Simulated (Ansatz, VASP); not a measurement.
InP3 in VASP and in Ansatz

The input INCAR:

```
SYSTEM = InP3
PREC     = Accurate       ! precision mode
ENCUT    = 520            ! plane-wave cutoff, eV
EDIFF    = 1E-6           ! SCF threshold, eV
ISMEAR   = 0              ! smearing method
SIGMA    = 0.15           ! smearing width, eV
LREAL    = .FALSE.        ! projectors in reciprocal space
LASPH    = .TRUE.         ! aspherical terms in the spheres
NELM     = 80             ! most SCF steps
ALGO     = Normal         ! electronic algorithm
ISIF     = 2              ! what is computed and relaxed
LWAVE    = .FALSE.        ! write WAVECAR
LCHARG   = .FALSE.        ! write CHGCAR
GGA      = PS             ! functional
NBANDS   = 38             ! bands
```

Contents of KPOINTS:

```
regular mesh
0
G
  6 6 6
  0 0 0
```

Contents of POSCAR:

```
InP3
1.0
    3.8635862510      2.2306425620      3.0170261787
   -3.8635862510      2.2306425620      3.0170261787
    0.0000000000     -4.4612851241      3.0170261787
In P
2 6
Direct
    0.2732789115      0.2732789115      0.2732789115
    0.7267210885      0.7267210885      0.7267210885
    0.7947108827      0.2411926280      0.7947108827
    0.7947108827      0.7947108827      0.2411926280
    0.2411926280      0.7947108827      0.7947108827
    0.2052891173      0.7588073720      0.2052891173
    0.7588073720      0.2052891173      0.2052891173
    0.2052891173      0.2052891173      0.7588073720
```

Input for Ansatz:

```yaml
crystal:
  lattice:
    - [3.863586251, 2.230642562, 3.0170261787]
    - [-3.863586251, 2.230642562, 3.0170261787]
    - [0.0, -4.4612851241, 3.0170261787]
  atoms:
    - { symbol: In, position: [0.2732789115, 0.2732789115, 0.2732789115] }
    - { symbol: In, position: [0.7267210885, 0.7267210885, 0.7267210885] }
    - { symbol: P, position: [0.7947108827, 0.241192628, 0.7947108827] }
    - { symbol: P, position: [0.7947108827, 0.7947108827, 0.241192628] }
    - { symbol: P, position: [0.241192628, 0.7947108827, 0.7947108827] }
    - { symbol: P, position: [0.2052891173, 0.758807372, 0.2052891173] }
    - { symbol: P, position: [0.758807372, 0.2052891173, 0.2052891173] }
    - { symbol: P, position: [0.2052891173, 0.2052891173, 0.758807372] }
basis:
  ecutwfc: 420
kpoints:
  mp_grid: { grid: [6, 6, 6] }
hamiltonian:
  xc: pbesol
scf:
  occupations: { method: gaussian, width: 0.15 }
output:
  forces: true
  stress: true
  eigenvalues: true
```

Change from the starting cell: strain +0.040 along x and y, -0.080 along z, atoms carried along.

Alike in both runs: task single point; functional PBEsol; k mesh 6 × 6 × 6; occupations gaussian, width 0.15 eV; no spin polarisation.

|  | VASP | Ansatz |
| --- | --- | --- |
| version | VASP 6.6.1 | Ansatz 0.2.0 |
| potentials or method | VASP PAW PBE potentials, release 64 (In_d, P), cutoff 520 eV | scalar-relativistic, plane waves, PAW |
| valence electrons in the cell | 56 | 56 |

|  | VASP | Ansatz | Ansatz less VASP |
| --- | --- | --- | --- |
| gap on the k mesh at the Fermi level (eV) | none | none | - |
| pressure (GPa) | -1.4 | -1.4 | 0.00 |
| traceless stress, the component that is largest in VASP (GPa) | 5.72 | 5.69 | -0.036 |
| rms of the force components (eV/Å) | 0.168 | 0.168 | -0.0001 |

VASP's potentials were made for PBE, not for PBEsol. Atom by atom the forces differ by 0.010 eV/Å (rms over components). A gap of «none» marks a metal or a gap that the smearing closes.
